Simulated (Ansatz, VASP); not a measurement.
## Two plane-wave programs on BeSe

The input POSCAR:

```
BeSe
1.0
    0.0000000000      2.5810355899      2.5810355899
    2.5810355899      0.0000000000      2.5810355899
    2.5810355899      2.5810355899      0.0000000000
Be Se
1 1
Direct
    0.0000000000      0.0000000000      0.0000000000
    0.2500000000      0.2500000000      0.2500000000
```

The input INCAR.step1:

```
SYSTEM = BeSe
PREC     = Accurate       ! precision mode
ENCUT    = 520            ! plane-wave cutoff, eV
EDIFF    = 1E-5           ! SCF threshold, eV
ISMEAR   = 0              ! smearing method
SIGMA    = 0.01           ! smearing width, eV
LREAL    = .False.        ! projectors in reciprocal space
LASPH    = .True.         ! aspherical terms in the spheres
NELM     = 120            ! most SCF steps
ALGO     = Normal         ! electronic algorithm
ISIF     = 2              ! what is computed and relaxed
LWAVE    = .True.         ! write WAVECAR
LCHARG   = .False.        ! write CHGCAR
GGA      = PE             ! functional
NBANDS   = 11             ! bands
GGA_COMPAT= .False.
```

File INCAR.step2:

```
SYSTEM = BeSe
PREC     = Accurate       ! precision mode
ENCUT    = 520            ! plane-wave cutoff, eV
EDIFF    = 1E-6           ! SCF threshold, eV
ISMEAR   = 0              ! smearing method
SIGMA    = 0.01           ! smearing width, eV
LREAL    = .False.        ! projectors in reciprocal space
LASPH    = .True.         ! aspherical terms in the spheres
NELM     = 120            ! most SCF steps
ALGO     = Normal         ! electronic algorithm
ISIF     = 2              ! what is computed and relaxed
LWAVE    = .False.        ! write WAVECAR
LCHARG   = .False.        ! write CHGCAR
GGA      = PE             ! functional
LHFCALC  = .True.         ! exact exchange
AEXX     = 1.0            ! exact-exchange fraction
HFSCREEN = 0.5            ! screening, 1/A
PRECFOCK = Normal       
ISTART   = 1            
NBANDS   = 11             ! bands
ALDAC    = 1.0          
AGGAC    = 1.0          
GGA_COMPAT= .False.
```

KPOINTS

```
regular mesh
0
Gamma
  4 4 4
  0 0 0
```

Input for Ansatz:

```yaml
crystal:
  lattice:
    - [0.0, 2.5810355899, 2.5810355899]
    - [2.5810355899, 0.0, 2.5810355899]
    - [2.5810355899, 2.5810355899, 0.0]
  atoms:
    - { symbol: Be, position: [0.0, 0.0, 0.0] }
    - { symbol: Se, position: [0.25, 0.25, 0.25] }
kpoints:
  mp_grid: { grid: [4, 4, 4] }
hamiltonian:
  xc: { exchange: pbe, correlation: pbe, exx: { coeff: 1.0, omega: 0.5 } }
scf:
  occupations: { method: fixed }
  n_extra_bands: 4
output:
  forces: true
  stress: true
  eigenvalues: true
```

Alike in both runs: task single point; functional PBE-based screened hybrid; k mesh 4 × 4 × 4; no spin polarisation.

|  | VASP | Ansatz |
| --- | --- | --- |
| version | VASP 6.6.1 | Ansatz 0.2.0 |
| potentials or method | VASP PAW PBE potentials, release 64 (Be, Se) | plane waves |
| plane-wave cutoff (eV) | 520 | 420 |
| occupations | gaussian, width 0.01 eV | fixed |
| valence electrons in the cell | 8 | 18 |

Ansatz gave:

- gap on the k mesh at the Fermi level (eV): 4.30
- pressure (GPa): -2.0

Estimate VASP's values.

gap on the k mesh at the Fermi level (eV): 4.40; pressure (GPa): -3.2.

VASP's potentials were made for PBE, not for PBE-based screened hybrid. VASP's potentials hold 8 valence electrons a cell and Ansatz's 18, so a difference there can come from the potentials and not from the codes. Ansatz's warnings: stress exchange threshold loose, stress scf threshold loose.

The k mesh is coarse, so the values compare programs but aren't converged.
